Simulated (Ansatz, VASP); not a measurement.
Given: the input of a run of VASP 6.6.1 on WC.

The input INCAR:

```
ALGO = Normal
EDIFF = 1E-7
EDIFFG = -0.01
ENCUT = 600
GGA = PS
IBRION = 2
ISIF = 3
ISMEAR = -1
IVDW = 13
LASPH = T
LCHARG = F
LREAL = F
LWAVE = F
NELM = 60
NSW = 60
PREC = Accurate
SIGMA = 0.05
```

The input KPOINTS:

```
k-points
0
Gamma
  10 10 6
```

File POSCAR:

```
WC
1.0
    1.6403461100     -2.1180379000      0.0000000000
    1.6403461100      2.1180379000      0.0000000000
    0.0000000000      0.0000000000      4.3094211000
W C
1 1
Direct
    0.5000000000      0.5000000000      0.5000000000
    0.0000000000      0.0000000000      0.0000000000
```

Potentials or basis: VASP PAW PBE potentials, release 64 (W_sv, C).

Run with:

```bash
$ cat potpaw_PBE.64/W_sv/POTCAR potpaw_PBE.64/C/POTCAR > POTCAR
$ mpirun -np 1 vasp_std > vasp.out
```

Q: Translate it to Ansatz 0.2.0. Potentials there: Ansatz PAW.

A: As run (the cutoff follows the program's own potentials):

input.yaml

```yaml
crystal:
  lattice:
    - [1.64034611, -2.1180379, 0.0]
    - [1.64034611, 2.1180379, 0.0]
    - [0.0, 0.0, 4.3094211]
  atoms:
    - { symbol: W, position: [0.5, 0.5, 0.5] }
    - { symbol: C, position: [0.0, 0.0, 0.0] }
hamiltonian:
  xc: pbesol
  pseudopotentials: { kind: paw }
  dispersion: d4
kpoints:
  mp_grid: { grid: [10, 10, 6] }
scf:
  occupations: { method: fermi_dirac, width: 0.05 }
output:
  forces: true
  stress: true
  eigenvalues: true
relax:
  f_tol: 0.01
  max_steps: 40
  cell: { stress_tol: 0.05 }
```

Potentials or basis: Ansatz PAW.

The run is started by

```bash
$ ansatz run input.yaml --threads 2 --pin off --max-ram 5632MiB --backend cpu --events-out ev --progress --plain --runs-dir out
```

Both were run:

|  | VASP | Ansatz | Ansatz less VASP |
| --- | --- | --- | --- |
| gap on the k mesh at the Fermi level, each at its own relaxed structure (eV) | none | none | - |
| relaxed volume (Å³/atom) | 11.18 | 11.15 | -0.022 |
| relaxed cell length with the largest relative difference (Å) | 2.995 | 2.992 | -0.0025 |

VASP's potentials were made for PBE, not for PBEsol. A gap of «none» marks a metal or a gap that the smearing closes.

Neither program's run includes spin-orbit coupling. Noted on VASP's run: the volume moved by over 15 % at a fixed basis, so the end points are rough. Noted on Ansatz's run: the volume moved by over 15 % at a fixed basis, so the end points are rough; the plane-wave basis is chosen anew once the cell has moved, so the energies of steps on either side of that aren't comparable.
